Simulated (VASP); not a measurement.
# Pb (Fd-3m) in VASP: notebook, part 2 of 2

VASP 6.6.1. Earlier steps stand in the parts before.

## 6. Single point, LDA

This run uses another cell than the first one, of 35.56 Å³/atom.

File INCAR:

```
PREC = Accurate
ENCUT = 520
EDIFF = 1E-7
ISMEAR = -1
SIGMA = 0.05
LREAL = False
LASPH = True
NELM = 60
ALGO = Normal
ISIF = 2
LWAVE = False
LCHARG = False
NBANDS = 21
```

File KPOINTS:

```
regular mesh
0
Gamma
  7 7 7
```

File POSCAR:

```
Pb
1.0
    0.0000000000      3.2884809840      3.2884809840
    3.2884809840      0.0000000000      3.2884809840
    3.2884809840      3.2884809840      0.0000000000
Pb
2
Direct
    0.2500000000      0.2500000000      0.2500000000
    0.0000000000      0.0000000000      0.0000000000
```

Potentials or basis: VASP PAW LDA potentials, release 64 (Pb_d).

Started as:

```
$ cat potpaw_LDA.64/Pb_d/POTCAR > POTCAR
$ mpirun -np 1 vasp_std > vasp.out
```

OUTCAR:

```text
PREC = Accurate
   ENCUT = 520
   EDIFF = 1E-7
   ISMEAR = -1
   LREAL = False
   LASPH = True
   NELM = 60
   ISIF = 2

 ion  position               nearest neighbor table
   1  0.250  0.250  0.250-   2 2.85   2 2.85   2 2.85   2 2.85
   2  0.000  0.000  0.000-   1 2.85   1 2.85   1 2.85   1 2.85

  LATTYP: Found a face centered cubic cell.
 ALAT       =     6.5769619680

  Lattice vectors:

 A1 = (   0.0000000000,   3.2884809840,   3.2884809840)
 A2 = (   3.2884809840,   0.0000000000,   3.2884809840)
 A3 = (   3.2884809840,   3.2884809840,   0.0000000000)

Analysis of symmetry for initial positions (statically):
=====================================================================
 Subroutine PRICEL returns:
 Original cell was already a primitive cell.

 Routine SETGRP: Setting up the symmetry group for a
 face centered cubic supercell.

 Subroutine GETGRP returns: Found 48 space group operations
 (whereof 24 operations were pure point group operations)
 out of a pool of 48 trial point group operations.

The static configuration has the point symmetry T_d .
 The point group associated with its full space group is O_h .

Analysis of symmetry for dynamics (positions and initial velocities):
=====================================================================
 Subroutine PRICEL returns:
 Original cell was already a primitive cell.

 Routine SETGRP: Setting up the symmetry group for a
 face centered cubic supercell.

 Subroutine GETGRP returns: Found 48 space group operations
 (whereof 24 operations were pure point group operations)
 out of a pool of 48 trial point group operations.

The dynamic configuration has the point symmetry T_d .
 The point group associated with its full space group is O_h .

 Subroutine INISYM returns: Found 48 space group operations
 (whereof 24 operations are pure point group operations),
 and found     1 'primitive' translations

----------------------------------------------------------------------------------------

                                     Primitive cell

  volume of cell :      71.1240

  direct lattice vectors                    reciprocal lattice vectors
     0.000000000  3.288480984  3.288480984    -0.152045885  0.152045885  0.152045885
     3.288480984  0.000000000  3.288480984     0.152045885 -0.152045885  0.152045885
     3.288480984  3.288480984  0.000000000     0.152045885  0.152045885 -0.152045885

  length of vectors
     4.650614407  4.650614407  4.650614407     0.263351197  0.263351197  0.263351197

  position of ions in fractional coordinates (direct lattice)
     0.250000000  0.250000000  0.250000000
     0.000000000  0.000000000  0.000000000

  ion indices of the primitive-cell ions
   primitive index   ion index
                 1           1
                 2           2

----------------------------------------------------------------------------------------

 KPOINTS: regular mesh

Automatic generation of k-mesh.
 Grid dimensions read from file:
 generate k-points for:    7    7    7

 Generating k-lattice:

  Cartesian coordinates                     Fractional coordinates (reciprocal lattice)
    -0.021720841  0.021720841  0.021720841     0.142857143  0.000000000  0.000000000
     0.021720841 -0.021720841  0.021720841     0.000000000  0.142857143  0.000000000
     0.021720841  0.021720841 -0.021720841     0.000000000  0.000000000  0.142857143

  Length of vectors
     0.037621600  0.037621600  0.037621600

  Shift w.r.t. Gamma in fractional coordinates (k-lattice)
     0.000000000  0.000000000  0.000000000

 Subroutine IBZKPT returns following result:
 ===========================================

 Found     20 irreducible k-points:

 Following reciprocal coordinates:
            Coordinates               Weight
  0.000000  0.000000  0.000000      1.000000
  0.142857  0.000000  0.000000      8.000000
  0.285714  0.000000  0.000000      8.000000
  0.428571  0.000000  0.000000      8.000000
  0.142857  0.142857  0.000000      6.000000
  0.285714  0.142857  0.000000     24.000000
[... 12 lines left out ...]
 -0.428571  0.428571  0.142857     24.000000
 -0.285714  0.428571  0.142857     24.000000
   k-points           NKPTS =     20   k-points in BZ     NKDIM =     20   number of bands    NBANDS=     21
   number of dos      NEDOS =    301   number of ions     NIONS =      2
   total plane-waves  NPLWV =  46656
   dimension x,y,z NGX =    36 NGY =   36 NGZ =   36
   dimension x,y,z NGXF=    72 NGYF=   72 NGZF=   72
   ions per type =               2
   NGX,Y,Z   is equivalent  to a cutoff of  12.87, 12.87, 12.87 a.u.
   NGXF,Y,Z  is equivalent  to a cutoff of  25.74, 25.74, 25.74 a.u.
 SYSTEM =  unknown system
   PREC   = accura    normal or accurate (medium, high low for compatibility)
   ISTART =      0    job   : 0-new  1-cont  2-samecut
   ICHARG =      2    charge: 1-file 2-atom 10-const
   ISPIN  =      1    spin polarized calculation?
   LNONCOLLINEAR =      F non collinear calculations
   LSORBIT =      F    spin-orbit coupling
   LASPH  =      T    aspherical Exc in radial PAW
   ENCUT  =  520.0 eV  38.22 Ry    6.18 a.u.   8.65  8.65  8.65*2*pi/ulx,y,z
   NELM   =     60;   NELMIN=  2; NELMDL= -5     # of ELM steps
   EDIFF  = 0.1E-06   stopping-criterion for ELM
   LREAL  =      F    real-space projection
   EDIFFG = 0.1E-05   stopping-criterion for IOM
   NSW    =      0    number of steps for IOM
   IBRION =     -1    ionic relax: 0-MD 1-quasi-New 2-CG
   NFREE  =      0    steps in history (QN), initial steepest desc. (CG)
   ISIF   =      2    stress and relaxation
   ISYM   =      2    0-nonsym 1-usesym 2-fastsym
   POTIM  = 0.5000    time-step for ionic-motion
   TEBEG  =    0.0;   TEEND  =   0.0 temperature during run
   PSTRESS=    0.0 pullay stress
   NELECT =      28.0000    total number of electrons
   NUPDOWN=      -1.0000    fix difference up-down
   EMIN   =  10.00;   EMAX   =-10.00  energy-range for DOS
   EFERMI =   0.00;   METHOD = LEGACY
   ISMEAR =    -1;   SIGMA  =   0.05  broadening in eV -4-tet -1-fermi 0-gaus
   EFERMI_NEDOS =   21; number of points for ismear=-14 and -15
   IALGO  =     38    algorithm
   IMIX   =      4    mixing-type and parameters
     AMIX     =   0.40;   BMIX     =  1.00
     AMIX_MAG =   1.60;   BMIX_MAG =  1.00
  volume/ion in A,a.u.               =      35.56       239.98
  Fermi-wavevector in a.u.,A,eV,Ry     =   1.199837  2.267363 19.587060  1.439608
  Thomas-Fermi vector in A             =   2.335689
   LORBIT       =      0    0 simple, 1 ext, 2 COOP (PROOUT), +10 PAW based schemes
   GGA     = CA    functional components
   LHFCALC =     F    Hartree Fock is set to
   AEXX    =    0.0000 exact exchange contribution
   IVDW    =     0    specifies the selected vdW correction
   LEPSILON=     F    determine dielectric tensor
   LRPA    =     F    only Hartree local field effects (RPA)
 non-spin polarized calculation
  energy-cutoff  :      520.00
  volume of cell :       71.12
 maximum number of plane-waves:      1924
   NGX = 17   NGY = 17   NGZ = 17

 number of electron      27.9999997 magnetization

 Free energy of the ion-electron system (eV)
  ---------------------------------------------------
  ext. energy  EPLUGINS =         0.00000000
  ---------------------------------------------------
  free energy    TOTEN  =        -7.76600560 eV

  energy without entropy =       -7.76032723  energy(sigma->0) =       -7.76316642

 E-fermi :   5.3759     XC(G=0):  -9.3495

 val. band max:        5.3248991647   @ k =  -0.1429   0.1429   0.0000
 cond. band min:       5.4388175049   @ k =   0.1429   0.0000   0.0000
 fundamental gap:      0.1139183402
 Fermi energy:         5.3758676713

 k-point     1 :       0.0000    0.0000    0.0000
  band No.  band energies     occupation
      1     -12.1187      2.00000
      2     -12.1187      2.00000
      3     -12.1187      2.00000
      4     -12.0138      2.00000
      5     -12.0138      2.00000
      6     -11.4117      2.00000
[... 13 lines left out ...]
     20      13.3802      0.00000
     21      13.3802      0.00000
[... 433 lines left out ...]
 k-point    20 :      -0.2857    0.4286    0.1429
  band No.  band energies     occupation
      1     -12.2566      2.00000
      2     -12.2317      2.00000
      3     -11.9446      2.00000
      4     -11.8129      2.00000
      5     -11.7462      2.00000
      6     -11.6825      2.00000
[... 13 lines left out ...]
     20      14.4256      0.00000
     21      15.8622      0.00000

------------------------ aborting loop because EDIFF is reached ----------------------------------------

  FORCE on cell =-STRESS in cart. coord.  units (eV):
  Direction    XX          YY          ZZ          XY          YZ          ZX
  --------------------------------------------------------------------------------------
  -------------------------------------------------------------------------------------
  Total        2.2493575      2.2493575      2.2493575      0.0000000      0.0000000     -0.0000000
  in kB       50.6702533     50.6702533     50.6702533      0.0000000      0.0000000     -0.0000000
  external PRESSURE =      50.6702533 kB  Pullay stress =       0.0000000 kB

 VOLUME and BASIS-vectors are now :
 -----------------------------------------------------------------------------
  energy-cutoff  :      520.00
  volume of cell :       71.12
      direct lattice vectors                 reciprocal lattice vectors
     0.000000000  3.288480984  3.288480984    -0.152045885  0.152045885  0.152045885
     3.288480984  0.000000000  3.288480984     0.152045885 -0.152045885  0.152045885
     3.288480984  3.288480984  0.000000000     0.152045885  0.152045885 -0.152045885

 POSITION                                       TOTAL-FORCE (eV/Angst)
 -----------------------------------------------------------------------------------
      1.64424      1.64424      1.64424         0.000000      0.000000     -0.000000
      0.00000      0.00000      0.00000        -0.000000     -0.000000      0.000000
 -----------------------------------------------------------------------------------
    total drift:                                0.000000      0.000000      0.000000

  FREE ENERGIE OF THE ION-ELECTRON SYSTEM (eV)
  ---------------------------------------------------
  free  energy   TOTEN  =        -7.7660056031 eV

  energy  without entropy=       -7.7603272309  energy(sigma->0) =       -7.76316642
```

stdout:

```text
POSCAR found type information on POSCAR Pb
 POSCAR found :  1 types and       2 ions
 scaLAPACK will be used
 LDA part: xc-table for (Slater(with rela. corr.)+CA(PZ))
 , standard interpolation
 POSCAR, INCAR and KPOINTS ok, starting setup
 FFT: planning ... GRIDC
 FFT: planning ... GRID_SOFT
 FFT: planning ... GRID
 WAVECAR not read
 entering main loop
```

It took 35 s on 1 thread of Intel Xeon 8259CL, shared host; peak memory 0.17 GiB.

Results:

| Property | Result |
| --- | --- |
| Free energy | -7.7660 eV |
| Pressure | 5.1 GPa |
| Band gap on the k mesh | zero (bands 14 and 15 overlap by 1.34 eV) |

Caveat: the cell stands under pressure; spin-orbit coupling is left out, which moves the levels of the heavy elements.

## 7. The runs side by side

```csv
task,level,potentials or basis,cell,cutoff (eV),gap on the mesh (eV),pressure (GPa)
relaxation of cell and atoms,PBEsol,"VASP PAW PBE potentials, release 64 (Pb_d)","relaxed to 30 GPa from a = 4.863 Å, angles 60.0°, 2 atoms",600,none,30.0
single point,LDA,"VASP PAW LDA potentials, release 64 (Pb_d)","a = 4.275 Å, angles 60.0°, 2 atoms",520,none,30.3
single point,LDA,"VASP PAW LDA potentials, release 64 (Pb_d)","a = 4.382 Å, angles 60.0°, 2 atoms",520,none,20.2
single point,LDA,"VASP PAW LDA potentials, release 64 (Pb_d)","a = 4.536 Å, angles 60.0°, 2 atoms",520,none,10.1
single point,LDA,"VASP PAW LDA potentials, release 64 (Pb_d)","a = 4.651 Å, angles 60.0°, 2 atoms",520,none,5.1
```

Alike in all rows: no spin polarisation; k mesh 7 × 7 × 7; smearing fermi-dirac 0.05 eV.

Caveats: spin-orbit coupling is left out, which moves the levels of the heavy elements; the cell stands under pressure (at least some runs); the cell is relaxed towards a set pressure, so the run minimises the enthalpy, not the energy (at least some runs); the volume moved by over 15 % at a fixed basis, so the end points are rough (at least some runs); the PAW data sets were made with another functional, which shifts forces and pressure a little (at least some runs).

Total energies depend on the potentials used, so only differences within one code and one set of settings carry meaning.

The gap in the log of VASP goes by the Fermi energy; the results here count the filled bands.